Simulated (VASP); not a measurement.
# Sr2BeTe3 (P3m1) in VASP: notebook

Sr2BeTe3 is run at these levels: PBE; tasks: relaxation of cell and atoms.

All numbers are computed with VASP 6.6.1; they aren't measurements. Logs are shortened: lines on timing, memory, paths and dates and some standing lists are left out, and cuts for length are marked.

## 1. The cell of the first run

It takes space group P3m1 (No. 156, trigonal). Conventional cell: a = 4.712 Å, b = 4.712 Å, c = 12.691 Å, α = 90.00°, β = 90.00°, γ = 120.00°. Within 4.1 Å of Sr (site symmetry 3m) lie 4 Te at 3.15 to 3.25 Å. Within 4.1 Å of Sr (site symmetry 3m) lie 4 Te at 3.13 to 3.20 Å. Be (site symmetry 3m) has 4 Te at 2.41 to 2.81 Å within 3.2 Å. Te (site symmetry 3m) has 1 Be at 2.41 Å and 3 Sr at 3.13 Å within 3.2 Å. Te (site symmetry 3m) has 3 Be at 2.81 Å and 1 Sr at 3.25 Å within 3.7 Å. Within 4.1 Å of Te (site symmetry 3m) lie 4 Sr at 3.15 to 3.20 Å.

## 2. Relaxation of cell and atoms, PBE

The input, INCAR:

```
SYSTEM = Sr2BeTe3
  PREC = Accurate
  ENCUT = 600
  EDIFF = 1E-6
  ISMEAR = 0
  SIGMA = 0.02
  LREAL = .False.
  LASPH = .True.
  NELM = 60
  ALGO = Normal
  ISIF = 3
  LWAVE = .False.
  LCHARG = .False.
  GGA = PE
  IBRION = 2
  NSW = 100
  EDIFFG = -0.01
```

The input, KPOINTS:

```
Automatic mesh
0
Gamma
  6 6 2
  0 0 0
```

The input, POSCAR:

```
Sr2BeTe3
1.0
    4.7122290964      0.0000000000      0.0000000000
   -2.3561145482      4.0809101060      0.0000000000
    0.0000000000      0.0000000000     12.6913700830
Sr Be Te
2 1 3
Direct
    0.3333333333      0.6666666667      0.4881287528
    0.6666666667      0.3333333333      0.8648062760
    0.0000000000      0.0000000000      0.1769588319
    0.0000000000      0.0000000000      0.9870776272
    0.3333333333      0.6666666667      0.2319813451
    0.6666666667      0.3333333333      0.6124554969
```

Potentials or basis: VASP PAW PBE potentials, release 64 (Sr_sv, Be, Te).

On the command line:

```bash
> cat potpaw_PBE.64/Sr_sv/POTCAR potpaw_PBE.64/Be/POTCAR potpaw_PBE.64/Te/POTCAR > POTCAR
> mpirun -np 1 vasp_std > vasp.out
```

OUTCAR:

```text
SYSTEM = Sr2BeTe3
   PREC = Accurate
   ENCUT = 600
   EDIFF = 1E-6
   ISMEAR = 0
   LREAL = .False.
   LASPH = .True.
   NELM = 60
   ISIF = 3
   GGA = PE
   IBRION = 2
   NSW = 100
   EDIFFG = -0.01

 ion  position               nearest neighbor table
   1  0.333  0.667  0.488-   6 3.15   6 3.15   6 3.15   5 3.25
   2  0.667  0.333  0.865-   4 3.13   4 3.13   4 3.13   6 3.20
   3  0.000  0.000  0.177-   4 2.41   5 2.81   5 2.81   5 2.81
   4  0.000  0.000  0.987-   3 2.41   2 3.13   2 3.13   2 3.13
   5  0.333  0.667  0.232-   3 2.81   3 2.81   3 2.81   1 3.25
   6  0.667  0.333  0.612-   1 3.15   1 3.15   1 3.15   2 3.20

  LATTYP: Found a hexagonal cell.
 ALAT       =     4.7122290964
 C/A-ratio  =     2.6932837567

  Lattice vectors:

 A1 = (   4.7122290964,   0.0000000000,   0.0000000000)
 A2 = (  -2.3561145482,   4.0809101060,   0.0000000000)
 A3 = (   0.0000000000,   0.0000000000,  12.6913700830)

Analysis of symmetry for initial positions (statically):
=====================================================================
 Subroutine PRICEL returns:
 Original cell was already a primitive cell.

 Routine SETGRP: Setting up the symmetry group for a
 hexagonal supercell.

 Subroutine GETGRP returns: Found  6 space group operations
 (whereof  6 operations were pure point group operations)
 out of a pool of 24 trial point group operations.

The static configuration has the point symmetry C_3v.

Analysis of symmetry for dynamics (positions and initial velocities):
=====================================================================
 Subroutine PRICEL returns:
 Original cell was already a primitive cell.

 Routine SETGRP: Setting up the symmetry group for a
 hexagonal supercell.

 Subroutine GETGRP returns: Found  6 space group operations
 (whereof  6 operations were pure point group operations)
 out of a pool of 24 trial point group operations.

The dynamic configuration has the point symmetry C_3v.

 Subroutine INISYM returns: Found  6 space group operations
 (whereof  6 operations are pure point group operations),
 and found     1 'primitive' translations

----------------------------------------------------------------------------------------

                                     Primitive cell

  volume of cell :     244.0574

  direct lattice vectors                    reciprocal lattice vectors
     4.712229096  0.000000000  0.000000000     0.212213791  0.122521689  0.000000000
    -2.356114548  4.080910106  0.000000000     0.000000000  0.245043379  0.000000000
     0.000000000  0.000000000 12.691370083     0.000000000  0.000000000  0.078793699

  length of vectors
     4.712229096  4.712229096 12.691370083     0.245043379  0.245043379  0.078793699

  position of ions in fractional coordinates (direct lattice)
     0.333333333  0.666666667  0.488128753
     0.666666667  0.333333333  0.864806276
     0.000000000  0.000000000  0.176958832
     0.000000000  0.000000000  0.987077627
     0.333333333  0.666666667  0.231981345
     0.666666667  0.333333333  0.612455497

  ion indices of the primitive-cell ions
   primitive index   ion index
                 1           1
                 2           2
                 3           3
                 4           4
                 5           5
                 6           6

----------------------------------------------------------------------------------------

 KPOINTS: Automatic mesh

Automatic generation of k-mesh.
 Grid dimensions read from file:
 generate k-points for:    6    6    2

 Generating k-lattice:

  Cartesian coordinates                     Fractional coordinates (reciprocal lattice)
     0.035368965  0.020420282  0.000000000     0.166666667  0.000000000  0.000000000
     0.000000000  0.040840563  0.000000000     0.000000000  0.166666667  0.000000000
     0.000000000  0.000000000  0.039396850     0.000000000  0.000000000  0.500000000

  Length of vectors
     0.040840563  0.040840563  0.039396850

  Shift w.r.t. Gamma in fractional coordinates (k-lattice)
     0.000000000  0.000000000  0.000000000

 Subroutine IBZKPT returns following result:
 ===========================================

 Found     14 irreducible k-points:

 Following reciprocal coordinates:
            Coordinates               Weight
  0.000000  0.000000  0.000000      1.000000
  0.166667  0.000000  0.000000      6.000000
  0.333333  0.000000  0.000000      6.000000
  0.500000  0.000000  0.000000      3.000000
  0.166667  0.166667  0.000000      6.000000
  0.333333  0.166667  0.000000     12.000000
  0.333333  0.333333  0.000000      2.000000
  0.000000  0.000000  0.500000      1.000000
  0.166667  0.000000  0.500000      6.000000
  0.333333  0.000000  0.500000      6.000000
  0.500000  0.000000  0.500000      3.000000
  0.166667  0.166667  0.500000      6.000000
  0.333333  0.166667  0.500000     12.000000
  0.333333  0.333333  0.500000      2.000000
   k-points           NKPTS =     14   k-points in BZ     NKDIM =     14   number of bands    NBANDS=     24
   number of dos      NEDOS =    301   number of ions     NIONS =      6
   total plane-waves  NPLWV = 172800
   dimension x,y,z NGX =    40 NGY =   40 NGZ =  108
   dimension x,y,z NGXF=    80 NGYF=   80 NGZF=  216
   ions per type =               2   1   3
   NGX,Y,Z   is equivalent  to a cutoff of  14.11, 14.11, 14.15 a.u.
   NGXF,Y,Z  is equivalent  to a cutoff of  28.22, 28.22, 28.29 a.u.
 SYSTEM =  Sr2BeTe3
   PREC   = accura    normal or accurate (medium, high low for compatibility)
   ISTART =      0    job   : 0-new  1-cont  2-samecut
   ICHARG =      2    charge: 1-file 2-atom 10-const
   ISPIN  =      1    spin polarized calculation?
   LNONCOLLINEAR =      F non collinear calculations
   LSORBIT =      F    spin-orbit coupling
   LASPH  =      T    aspherical Exc in radial PAW
   ENCUT  =  600.0 eV  44.10 Ry    6.64 a.u.   9.41  9.41 25.35*2*pi/ulx,y,z
   NELM   =     60;   NELMIN=  2; NELMDL= -5     # of ELM steps
   EDIFF  = 0.1E-05   stopping-criterion for ELM
   LREAL  =      F    real-space projection
   EDIFFG = -.1E-01   stopping-criterion for IOM
   NSW    =    100    number of steps for IOM
   IBRION =      2    ionic relax: 0-MD 1-quasi-New 2-CG
   NFREE  =      1    steps in history (QN), initial steepest desc. (CG)
   ISIF   =      3    stress and relaxation
   ISYM   =      2    0-nonsym 1-usesym 2-fastsym
   POTIM  = 0.5000    time-step for ionic-motion
   TEBEG  =    0.0;   TEEND  =   0.0 temperature during run
   PSTRESS=    0.0 pullay stress
   NELECT =      40.0000    total number of electrons
   NUPDOWN=      -1.0000    fix difference up-down
   EMIN   =  10.00;   EMAX   =-10.00  energy-range for DOS
   EFERMI =   0.00;   METHOD = LEGACY
   ISMEAR =     0;   SIGMA  =   0.02  broadening in eV -4-tet -1-fermi 0-gaus
   EFERMI_NEDOS =   21; number of points for ismear=-14 and -15
   IALGO  =     38    algorithm
   IMIX   =      4    mixing-type and parameters
     AMIX     =   0.40;   BMIX     =  1.00
     AMIX_MAG =   1.60;   BMIX_MAG =  1.00
  volume/ion in A,a.u.               =      40.68       274.50
  Fermi-wavevector in a.u.,A,eV,Ry     =   0.895910  1.693024 10.920770  0.802654
  Thomas-Fermi vector in A             =   2.018301
   LORBIT       =      0    0 simple, 1 ext, 2 COOP (PROOUT), +10 PAW based schemes
   GGA     = PE    functional components
   LHFCALC =     F    Hartree Fock is set to
   AEXX    =    0.0000 exact exchange contribution
   IVDW    =     0    specifies the selected vdW correction
   LEPSILON=     F    determine dielectric tensor
   LRPA    =     F    only Hartree local field effects (RPA)
 conjugate gradient relaxation of ions
 non-spin polarized calculation
 Gauss-broadening in eV      SIGMA  =   0.02
  energy-cutoff  :      600.00
  volume of cell :      244.06
 maximum number of plane-waves:      8186
 NGX is ok and might be reduce to    40
   NGX = 19   NGY = 19   NGZ = 51

--------------------------------------- Ionic step        1  -------------------------------------------

 number of electron      39.9999999 magnetization

 Free energy of the ion-electron system (eV)
  ---------------------------------------------------
  ext. energy  EPLUGINS =         0.00000000
  ---------------------------------------------------
  free energy    TOTEN  =       -21.62815317 eV

  energy without entropy =      -21.62815317  energy(sigma->0) =      -21.62815317

------------------------ aborting loop because EDIFF is reached ----------------------------------------

  FORCE on cell =-STRESS in cart. coord.  units (eV):
  Direction    XX          YY          ZZ          XY          YZ          ZX
  --------------------------------------------------------------------------------------
  -------------------------------------------------------------------------------------
  Total       -0.2024991     -0.2024991      0.2015078      0.0000000      0.0000000     -0.0000000
  in kB       -1.3293572     -1.3293572      1.3228500      0.0000000      0.0000000     -0.0000000
  external PRESSURE =      -0.4452881 kB  Pullay stress =       0.0000000 kB

 VOLUME and BASIS-vectors are now :
 -----------------------------------------------------------------------------
  energy-cutoff  :      600.00
  volume of cell :      244.06
      direct lattice vectors                 reciprocal lattice vectors
     4.712229096  0.000000000  0.000000000     0.212213791  0.122521689  0.000000000
    -2.356114548  4.080910106  0.000000000     0.000000000  0.245043379  0.000000000
     0.000000000  0.000000000 12.691370083     0.000000000  0.000000000  0.078793699
[... 241 lines left out ...]
 POSITION                                       TOTAL-FORCE (eV/Angst)
 -----------------------------------------------------------------------------------
     -0.00000      2.70428      6.22599         0.000000     -0.000000     -0.010209
      2.34197      1.35214     11.02096        -0.000000      0.000000      0.012115
     -0.00000      0.00000      2.25949         0.000000     -0.000000     -0.003057
     -0.00000      0.00000     12.60138        -0.000000      0.000000      0.000026
     -0.00000      2.70428      2.95832        -0.000000      0.000000      0.010901
      2.34197      1.35214      7.82515         0.000000     -0.000000     -0.009777
 -----------------------------------------------------------------------------------
    total drift:                                0.000000      0.000000      0.000094

  FREE ENERGIE OF THE ION-ELECTRON SYSTEM (eV)
  ---------------------------------------------------
  free  energy   TOTEN  =       -21.6302880939 eV

  energy  without entropy=      -21.6302880939  energy(sigma->0) =      -21.63028809

--------------------------------------- Ionic step        8  -------------------------------------------

 number of electron      40.0000000 magnetization

 Free energy of the ion-electron system (eV)
  ---------------------------------------------------
  ext. energy  EPLUGINS =         0.00000000
  ---------------------------------------------------
  free energy    TOTEN  =       -21.63032064 eV

  energy without entropy =      -21.63032064  energy(sigma->0) =      -21.63032064

 E-fermi :   1.6914     XC(G=0):  -7.5721

 val. band max:        1.5854849738   @ k =   0.0000   0.0000   0.0000
 cond. band min:       3.0523608614   @ k =   0.0000   0.0000   0.0000
 fundamental gap:      1.4668758876
 Fermi energy:         1.6913679825

 k-point     1 :       0.0000    0.0000    0.0000
  band No.  band energies     occupation
      1     -33.1258      2.00000
      2     -33.1110      2.00000
      3     -15.1715      2.00000
      4     -15.1715      2.00000
      5     -15.1695      2.00000
      6     -15.1592      2.00000
[... 16 lines left out ...]
     23       4.9415      0.00000
     24       5.3781      0.00000
[... 371 lines left out ...]
 POSITION                                       TOTAL-FORCE (eV/Angst)
 -----------------------------------------------------------------------------------
     -0.00000      2.70345      6.22423         0.000000     -0.000000     -0.000645
      2.34126      1.35172     11.02126        -0.000000      0.000000      0.002495
      2.34126      4.05517      2.25918        -0.000000      0.000000      0.001177
     -2.34126      4.05517     12.60115        -0.000000      0.000000      0.003811
     -0.00000      2.70345      2.95947        -0.000000      0.000000      0.000273
      2.34126      1.35172      7.82455         0.000000     -0.000000     -0.007110
 -----------------------------------------------------------------------------------
    total drift:                                0.000000      0.000000      0.000278

  FREE ENERGIE OF THE ION-ELECTRON SYSTEM (eV)
  ---------------------------------------------------
  free  energy   TOTEN  =       -21.6303206403 eV

  energy  without entropy=      -21.6303206403  energy(sigma->0) =      -21.63032064

 reached required accuracy - stopping structural energy minimisation
```

Wall time 13 min (1 thread of Oxide Virtual Turin-like, shared host); peak memory 0.49 GiB.

Results:

```yaml
Free_energy: -21.6303 eV
Relaxed_volume: 40.38 Å³/atom
Relaxed_cell: a = 4.683 Å, b = 4.683 Å, c = 12.759 Å, α = 90.00°, β = 90.00°, γ = 120.00°
Space_group_after_relaxing_to_0.1_Å: P3m1 (No. 156)
Energy_gained_by_relaxing: 0.4 meV/atom
Ionic_steps: 8
Pressure_after_relaxing: 0.0 GPa
Largest_force_after_relaxing: 0.007 eV/Å
Band_gap_on_the_k_mesh: 1.47 eV
```

Forces in eV/Å, atoms in the order of the input:
```
Sr   0.000  0.000 -0.001
Sr   0.000  0.000  0.002
Be   0.000  0.000  0.001
Te   0.000  0.000  0.004
Te   0.000  0.000  0.000
Te   0.000  0.000 -0.007
```

Step by step:
```tsv
step	energy change (eV)	largest force (eV/Å)	pressure (GPa)	volume (Å³)
1	0.0000	0.0423	-0.04	244.06
2	-0.0010	0.0463	-0.04	243.66
3	-0.0014	0.0520	-0.02	243.07
4	-0.0019	0.0358	0.01	242.59
5	-0.0020	0.0328	0.03	242.18
6	-0.0021	0.0123	-0.02	242.44
7	-0.0021	0.0121	-0.02	242.44
8	-0.0022	0.0071	0.00	242.28
```

Final structure:
```yaml
crystal:
  lattice:
    - [4.68251, 0.00000, 0.00000]
    - [-2.34126, 4.05517, 0.00000]
    - [0.00000, 0.00000, 12.75948]
  atoms:
    - { symbol: Sr, position: [0.33333, 0.66667, 0.48781] }
    - { symbol: Sr, position: [0.66667, 0.33333, 0.86377] }
    - { symbol: Be, position: [0.00000, 0.00000, 0.17706] }
    - { symbol: Te, position: [0.00000, 0.00000, 0.98759] }
    - { symbol: Te, position: [0.33333, 0.66667, 0.23194] }
    - { symbol: Te, position: [0.66667, 0.33333, 0.61323] }
```

Caveat: spin-orbit coupling is left out, which moves the levels of the heavy elements. A k mesh can miss the band edges.

## 3. Relaxation of cell and atoms, PBE

This run uses another cell than the first one, of 42.24 Å³/atom.

The input, INCAR:

```
PREC = Accurate
ENCUT = 600
EDIFF = 1E-6
ISMEAR = 0
SIGMA = 0.1
LREAL = False
LASPH = True
NELM = 100
ALGO = Normal
ISIF = 3
LWAVE = False
LCHARG = False
GGA = PE
IBRION = 2
NSW = 90
EDIFFG = -0.04
```

The input, KPOINTS:

```
Automatic mesh
0
Gamma
  6 6 2
```

The input, POSCAR:

```
Sr2BeTe3
1.0
    4.7644881100      0.0000000000      0.0000000000
   -2.3822440500      4.1261677400      0.0000000000
    0.0000000000      0.0000000000     12.8920591500
Sr Be Te
2 1 3
Direct
    0.3333333300      0.6666666700      0.4769883700
    0.6666666700      0.3333333300      0.8647946600
    0.0000000000      0.0000000000      0.1830441600
    0.0000000000      0.0000000000      0.0000000000
    0.3333333300      0.6666666700      0.2243874300
    0.6666666700      0.3333333300      0.6121937100
```

Potentials or basis: VASP PAW PBE potentials, release 64 (Sr_sv, Be, Te).

On the command line:

```bash
> cat potpaw_PBE.64/Sr_sv/POTCAR potpaw_PBE.64/Be/POTCAR potpaw_PBE.64/Te/POTCAR > POTCAR
> mpirun -np 1 vasp_std > vasp.out
```

It took 24 min on 1 thread of Oxide Virtual Turin-like, shared host; peak memory 0.49 GiB.

It converged, with:

```yaml
Free_energy: -21.6302 eV
Relaxed_volume: 40.32 Å³/atom
Relaxed_cell: a = 4.680 Å, b = 4.680 Å, c = 12.754 Å, α = 90.00°, β = 90.00°, γ = 120.00°
Space_group_after_relaxing_to_0.1_Å: P3m1 (No. 156)
Energy_gained_by_relaxing: 32.6 meV/atom
Ionic_steps: 10
Pressure_after_relaxing: 0.0 GPa
Largest_force_after_relaxing: 0.037 eV/Å
Band_gap_on_the_k_mesh: 1.46 eV
```

Forces on the atoms (eV/Å):
```
Sr   0.000  0.000  0.000
Sr   0.000  0.000  0.009
Be   0.000  0.000 -0.025
Te   0.000  0.000  0.011
Te   0.000  0.000 -0.031
Te   0.000  0.000  0.037
```

Step by step:
```csv
step,energy change (eV),largest force (eV/Å),pressure (GPa),volume (Å³)
1,0.0000,1.0428,-1.37,253.45
2,-0.1289,0.5938,0.00,240.46
3,-0.1360,0.4429,0.48,236.74
4,-0.1619,0.2375,0.20,238.63
5,-0.1668,0.3391,0.03,239.93
6,-0.1835,0.2363,-0.05,241.20
7,-0.1938,0.0723,-0.15,243.33
8,-0.1949,0.0550,0.10,241.42
9,-0.1950,0.0547,0.05,241.84
10,-0.1957,0.0365,0.03,241.94
```

Final structure:
```
CELL_PARAMETERS angstrom
4.68022 0.00000 0.00000
-2.34011 4.05319 0.00000
0.00000 0.00000 12.75374
ATOMIC_POSITIONS crystal
Sr 0.33333 0.66667 0.48762
Sr 0.66667 0.33333 0.86342
Be 0.00000 0.00000 0.17768
Te 0.00000 0.00000 0.98776
Te 0.33333 0.66667 0.23245
Te 0.66667 0.33333 0.61247
```

Levels at points of the mesh, in eV from the valence-band top:
```
           k point  band 16  band 17  band 18  band 19  band 20  band 21  band 22  band 23  band 24
(0.00, 0.00, 0.00)    -0.48    -0.30    -0.30     0.00     0.00     1.46     2.75     3.36     3.79
(0.50, 0.00, 0.00)    -1.32    -1.07    -0.44    -0.41    -0.17     2.25     2.60     3.21     3.32
(0.00, 0.00, 0.50)    -0.66    -0.27    -0.27    -0.02    -0.02     1.65     2.63     3.68     3.75
(0.50, 0.00, 0.50)    -1.31    -1.13    -0.47    -0.35    -0.14     2.31     2.55     2.99     3.44
```

Caveat: spin-orbit coupling is left out, which moves the levels of the heavy elements. A k mesh can miss the band edges.
